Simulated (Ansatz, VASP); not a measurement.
**WSe2 in VASP and in Ansatz**

```xyz
9
Lattice="3.3144 0.0000 0.0000 -1.6572 2.8704 0.0000 0.0000 0.0000 29.8001" Properties=species:S:1:pos:R:3 pbc="T T T"
W     1.6572    0.9568    0.1000
W     0.0000    1.9136   22.8943
W     0.0000    1.9136    6.8058
Se    0.0000    1.9136    1.7616
Se    1.6572    0.9568   24.5572
Se    1.6572    0.9568    8.4665
Se    0.0000    1.9136   28.2376
Se    1.6572    0.9568   21.2330
Se    1.6572    0.9568    5.1444
```

Change from the starting cell: mode 9 (20.4 1/cm) frozen in, largest displacement +0.100 Å.

Alike in both runs: task single point; functional r2SCAN; k mesh 12 × 12 × 1; occupations gaussian, width 0.05 eV; no spin polarisation.

```csv
,VASP,Ansatz
version,VASP 6.6.1,Ansatz 0.2.0
potentials or method,"VASP PAW PBE potentials, release 64 (W_sv, Se), cutoff 520 eV","scalar-relativistic, plane waves, PAW"
valence electrons in the cell,78,138
```

Ansatz gave:

| Quantity | Value |
| --- | --- |
| gap on the k mesh at the Fermi level (eV) | 1.49 |
| least direct gap on the mesh (eV) | 1.60 |
| rms of the force components (eV/Å) | 0.009 |

Problem. Which values does VASP return?

Solution. gap on the k mesh at the Fermi level (eV): 1.49; least direct gap on the mesh (eV): 1.60; rms of the force components (eV/Å): 0.019.

VASP's potentials were made for PBE, not for r2SCAN. Atom by atom the forces differ by 0.021 eV/Å (rms over components). VASP's potentials hold 78 valence electrons a cell and Ansatz's 138, so a difference there can come from the potentials and not from the codes. Ansatz's warnings: xc potential rough in thin density.

Spin-orbit coupling is off throughout.
